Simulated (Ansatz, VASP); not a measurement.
# BaF2: VASP beside Ansatz

```xyz
3
Lattice="0.0000 3.1230 3.1230 3.1230 0.0000 3.1230 3.1230 3.1230 0.0000" Properties=species:S:1:pos:R:3 pbc="T T T"
Ba    0.0000    0.0000    0.0000
F     1.5615    1.5615    1.5615
F     4.6845    4.6845    4.6845
```

Alike in both runs: functional PBE; k mesh 7 × 7 × 7; occupations fermi-dirac, width 0.02 eV; no spin polarisation.

Ansatz relaxed the structure, and its values are those at the end. VASP's run is a single point on that final structure, the one shown.

```csv
,VASP,Ansatz
version,VASP 6.6.1,Ansatz 0.2.0
potentials or method,"VASP PAW PBE potentials, release 64 (Ba_sv, F), cutoff 600 eV","all-electron LAPW, scalar-relativistic"
```

Ansatz gave:

```
gap on the k mesh at the Fermi level (eV) : 6.75
pressure (GPa)                            : 0.0
```

Estimate VASP's values.

gap on the k mesh at the Fermi level (eV): 6.69; pressure (GPa): 0.9.

Ansatz ran all-electron here, and VASP with PAW potentials.

Neither program's run includes spin-orbit coupling.
